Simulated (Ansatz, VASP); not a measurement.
**NaI: VASP beside Ansatz**

```
Na I
1.0
     0.00809    3.23640    3.23640
     3.24449    0.00000    3.24449
     3.23640    3.23640    0.00809
Na I
1 1
Direct
  0.00000 0.00000 0.00000
  0.50000 0.50000 0.50000
```

Change from the starting cell: strain +0.0050 x Voigt [0, 0, 0, 0, 1, 0], atoms carried along.

Alike in both runs: task single point; functional r2SCAN; k mesh 6 × 6 × 6; occupations gaussian, width 0.05 eV; no spin polarisation.

|  | VASP | Ansatz |
| --- | --- | --- |
| version | VASP 6.6.1 | Ansatz 0.2.0 |
| potentials or method | VASP PAW PBE potentials, release 64 (Na_pv, I), cutoff 520 eV | scalar-relativistic, plane waves, PAW |
| valence electrons in the cell | 14 | 26 |

VASP gave:

```
gap on the k mesh at the Fermi level (eV) : 4.43
least direct gap on the mesh (eV)         : 4.43
pressure (GPa)                            : -0.2
```

Q: What did Ansatz give for the same quantities?

A: gap on the k mesh at the Fermi level (eV): 4.42; least direct gap on the mesh (eV): 4.42; pressure (GPa): -0.1.

VASP's potentials were made for PBE, not for r2SCAN. The functional is the same, so the differences come from potentials, cutoffs and numerics. VASP's potentials hold 14 valence electrons a cell and Ansatz's 26, so a difference there can come from the potentials and not from the codes.

Spin-orbit coupling is off throughout.
